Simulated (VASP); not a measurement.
# CaO (P6_3/mmc) in VASP: further runs, part 2 of 2

VASP 6.6.1.

### Step 4. Single point, PBE (17.14 Å³/atom)

Input file INCAR:

```
PREC = Accurate
ENCUT = 520
EDIFF = 1E-7
ISMEAR = 0
SIGMA = 0.05
LREAL = F
LASPH = T
NELM = 80
ALGO = Normal
ISIF = 2
LWAVE = F
LCHARG = T
GGA = PE
LELF = T
LVHAR = T
NBANDS = 24
```

Input file KPOINTS:

```
regular mesh
0
Gamma
  9 9 6
```

Input file POSCAR:

```
CaO
1.0
    3.8808122376      0.0000000000      0.0000000000
   -1.9404061188      3.3608819851      0.0000000000
    0.0000000000      0.0000000000      5.2561720946
Ca O
2 2
Direct
    0.3333333333      0.6666666667      0.7500000000
    0.6666666667      0.3333333333      0.2500000000
    0.3333333333      0.6666666667      0.2500000000
    0.6666666667      0.3333333333      0.7500000000
```

Potentials or basis: VASP PAW PBE potentials, release 64 (Ca_sv, O).

Started as:

```sh
> cat potpaw_PBE.64/Ca_sv/POTCAR potpaw_PBE.64/O/POTCAR > POTCAR
> mpirun -np 1 vasp_std > vasp.out
```

OUTCAR:

```text
PREC = Accurate
   ENCUT = 520
   EDIFF = 1E-7
   ISMEAR = 0
   LREAL = F
   LASPH = T
   NELM = 80
   ISIF = 2
   GGA = PE

 ion  position               nearest neighbor table
   1  0.333  0.667  0.750-   4 2.24   4 2.24   4 2.24
   2  0.667  0.333  0.250-   3 2.24   3 2.24   3 2.24
   3  0.333  0.667  0.250-   2 2.24   2 2.24   2 2.24
   4  0.667  0.333  0.750-   1 2.24   1 2.24   1 2.24

  LATTYP: Found a hexagonal cell.
 ALAT       =     3.8808122376
 C/A-ratio  =     1.3544000000

  Lattice vectors:

 A1 = (   3.8808122376,   0.0000000000,   0.0000000000)
 A2 = (  -1.9404061188,   3.3608819851,   0.0000000000)
 A3 = (   0.0000000000,   0.0000000000,   5.2561720946)

Analysis of symmetry for initial positions (statically):
=====================================================================
 Subroutine PRICEL returns:
 Original cell was already a primitive cell.

 Routine SETGRP: Setting up the symmetry group for a
 hexagonal supercell.

 Subroutine GETGRP returns: Found 24 space group operations
 (whereof 12 operations were pure point group operations)
 out of a pool of 24 trial point group operations.

The static configuration has the point symmetry D_3d.
 The point group associated with its full space group is D_6h.

Analysis of symmetry for dynamics (positions and initial velocities):
=====================================================================
 Subroutine PRICEL returns:
 Original cell was already a primitive cell.

 Routine SETGRP: Setting up the symmetry group for a
 hexagonal supercell.

 Subroutine GETGRP returns: Found 24 space group operations
 (whereof 12 operations were pure point group operations)
 out of a pool of 24 trial point group operations.

The dynamic configuration has the point symmetry D_3d.
 The point group associated with its full space group is D_6h.

[... 119 lines left out ...]
   IALGO  =     38    algorithm
   IMIX   =      4    mixing-type and parameters
     AMIX     =   0.40;   BMIX     =  1.00
     AMIX_MAG =   1.60;   BMIX_MAG =  1.00
  volume/ion in A,a.u.               =      17.14       115.66
  Fermi-wavevector in a.u.,A,eV,Ry     =   1.269920  2.399801 21.942069  1.612697
  Thomas-Fermi vector in A             =   2.402935
   LORBIT       =      0    0 simple, 1 ext, 2 COOP (PROOUT), +10 PAW based schemes
   GGA     = PE    functional components
   LHFCALC =     F    Hartree Fock is set to
   AEXX    =    0.0000 exact exchange contribution
   IVDW    =     0    specifies the selected vdW correction
   LEPSILON=     F    determine dielectric tensor
   LRPA    =     F    only Hartree local field effects (RPA)
 non-spin polarized calculation
 Gauss-broadening in eV      SIGMA  =   0.05
  energy-cutoff  :      520.00
  volume of cell :       68.56
 maximum number of plane-waves:      1861
 NGX is ok and might be reduce to    30
   NGX = 15   NGY = 15   NGZ = 19

 number of electron      31.9999990 magnetization

 Free energy of the ion-electron system (eV)
  ---------------------------------------------------
  ext. energy  EPLUGINS =         0.00000000
  ---------------------------------------------------
  free energy    TOTEN  =       -25.14104901 eV

  energy without entropy =      -25.14104901  energy(sigma->0) =      -25.14104901

 E-fermi :   1.2659     XC(G=0):  -9.2375

 val. band max:        1.0380633528   @ k =   0.0000   0.0000   0.0000
 cond. band min:       4.1832126722   @ k =   0.0000   0.0000   0.0000
 fundamental gap:      3.1451493194
 Fermi energy:         1.2659433912

 k-point     1 :       0.0000    0.0000    0.0000
  band No.  band energies     occupation
      1     -36.5720      2.00000
      2     -36.4906      2.00000
      3     -17.9107      2.00000
      4     -17.5984      2.00000
      5     -17.5984      2.00000
      6     -17.4860      2.00000
[... 637 lines left out ...]
     23       8.8753      0.00000
     24       9.7767      0.00000

 [... further k-points ...]

------------------------ aborting loop because EDIFF is reached ----------------------------------------

  FORCE on cell =-STRESS in cart. coord.  units (eV):
  Direction    XX          YY          ZZ          XY          YZ          ZX
  --------------------------------------------------------------------------------------
  -------------------------------------------------------------------------------------
  Total        1.6092077      1.6092077     -3.1279662     -0.0000000      0.0000000      0.0000000
  in kB       37.6077378     37.6077378    -73.1016471     -0.0000000      0.0000000      0.0000000
  external PRESSURE =       0.7046095 kB  Pullay stress =       0.0000000 kB

 VOLUME and BASIS-vectors are now :
 -----------------------------------------------------------------------------
  energy-cutoff  :      520.00
  volume of cell :       68.56
      direct lattice vectors                 reciprocal lattice vectors
     3.880812238  0.000000000  0.000000000     0.257678017  0.148770472  0.000000000
    -1.940406119  3.360881985  0.000000000     0.000000000  0.297540944  0.000000000
     0.000000000  0.000000000  5.256172095     0.000000000  0.000000000  0.190252523

 POSITION                                       TOTAL-FORCE (eV/Angst)
 -----------------------------------------------------------------------------------
     -0.00000      2.24059      3.94213        -0.000000     -0.000000     -0.000000
      1.94041      1.12029      1.31404        -0.000000      0.000000      0.000000
     -0.00000      2.24059      1.31404         0.000000     -0.000000     -0.000000
      1.94041      1.12029      3.94213        -0.000000      0.000000      0.000000
 -----------------------------------------------------------------------------------
    total drift:                               -0.000000      0.000000     -0.000000

  FREE ENERGIE OF THE ION-ELECTRON SYSTEM (eV)
  ---------------------------------------------------
  free  energy   TOTEN  =       -25.1410490112 eV

  energy  without entropy=      -25.1410490112  energy(sigma->0) =      -25.14104901
```

OSZICAR:

```text
N       E                     dE             d eps       ncg     rms          rms(c)
DAV:   1     0.319783848217E+03    0.31978E+03   -0.16342E+04  2304   0.132E+03
DAV:   2    -0.321600382490E+01   -0.32300E+03   -0.30455E+03  2728   0.385E+02
DAV:   3    -0.290393235023E+02   -0.25823E+02   -0.25634E+02  3760   0.104E+02
DAV:   4    -0.299347132464E+02   -0.89539E+00   -0.89401E+00  3240   0.171E+01
DAV:   5    -0.299582095588E+02   -0.23496E-01   -0.23496E-01  3296   0.204E+00    0.133E+01
DAV:   6    -0.252459747671E+02    0.47122E+01   -0.22584E+01  3096   0.303E+01    0.560E+00
DAV:   7    -0.251710881038E+02    0.74887E-01   -0.26238E+00  2984   0.108E+01    0.291E+00
DAV:   8    -0.251513575178E+02    0.19731E-01   -0.38335E-01  3064   0.479E+00    0.101E+00
DAV:   9    -0.251371456617E+02    0.14212E-01   -0.11295E-01  3008   0.201E+00    0.231E-01
DAV:  10    -0.251413185018E+02   -0.41728E-02   -0.11515E-02  2640   0.728E-01    0.157E-01
DAV:  11    -0.251411403961E+02    0.17811E-03   -0.58180E-03  3016   0.416E-01    0.885E-02
DAV:  12    -0.251410481360E+02    0.92260E-04   -0.75747E-04  2680   0.213E-01    0.147E-02
DAV:  13    -0.251410493299E+02   -0.11939E-05   -0.37237E-05  3168   0.465E-02    0.841E-03
DAV:  14    -0.251410492539E+02    0.75965E-07   -0.69683E-06  3120   0.158E-02    0.195E-03
DAV:  15    -0.251410490112E+02    0.24270E-06   -0.54269E-07  3096   0.496E-03    0.104E-03
DAV:  16    -0.251410490112E+02    0.50022E-11   -0.28616E-08  1864   0.127E-03
   1 F= -.25141049E+02 E0= -.25141049E+02  d E =-.552989E-13
```

stdout:

```text
POSCAR found type information on POSCAR CaO
 POSCAR found :  2 types and       4 ions
 scaLAPACK will be used
 LDA part: xc-table for (Slater+PW92), standard interpolation
 POSCAR, INCAR and KPOINTS ok, starting setup
 FFT: planning ... GRIDC
 FFT: planning ... GRID_SOFT
 FFT: planning ... GRID
 WAVECAR not read
 entering main loop
```

Wall time 2.3 min (1 thread of Intel Xeon 8259CL, shared host); peak memory 0.22 GiB.

Results:

* Free energy: -25.1410 eV
* Pressure: 0.1 GPa
* Band gap on the k mesh: 3.15 eV

Stress tensor (GPa, compression positive):
```
 3.76  0.00  0.00
 0.00  3.76  0.00
 0.00  0.00 -7.31
```

Levels at points of the mesh, in eV from the valence-band top:
```tsv
k point	band 13	band 14	band 15	band 16	band 17	band 18	band 19	band 20
(0.00, 0.00, 0.00)	-1.09	-1.08	-1.08	0.00	3.15	6.49	6.49	6.98
(0.00, 0.00, 0.50)	-1.13	-1.13	-1.13	-1.13	5.15	5.15	7.65	7.65
```

Caveat: the stress differs along the axes, from -7 to 4 GPa. A k mesh can miss the band edges.

### Step 5. The runs side by side

| cell | gap on the mesh (eV) | pressure (GPa) |
| --- | --- | --- |
| a = 3.986, b = 3.986, c = 4.982 Å, angles 90.0, 90.0, 120.0°, 4 atoms | 3.11 | -1.7 |
| a = 4.206, b = 4.206, c = 4.476 Å, angles 90.0, 90.0, 120.0°, 4 atoms | 2.56 | 1.9 |
| a = 3.881, b = 3.881, c = 5.256 Å, angles 90.0, 90.0, 120.0°, 4 atoms | 3.15 | 0.1 |

Alike in all rows: task single point; level PBE; potentials or basis VASP PAW PBE potentials, release 64 (Ca_sv, O); no spin polarisation; k mesh 9 × 9 × 6; cutoff (eV) 520; smearing gaussian 0.05 eV.

Caveats: the stress differs along the axes, from -4 to 14 GPa (at least some runs); the stress differs along the axes, from -7 to 4 GPa (at least some runs).

Total energies depend on the potentials used, so only differences within one code and one set of settings carry meaning.
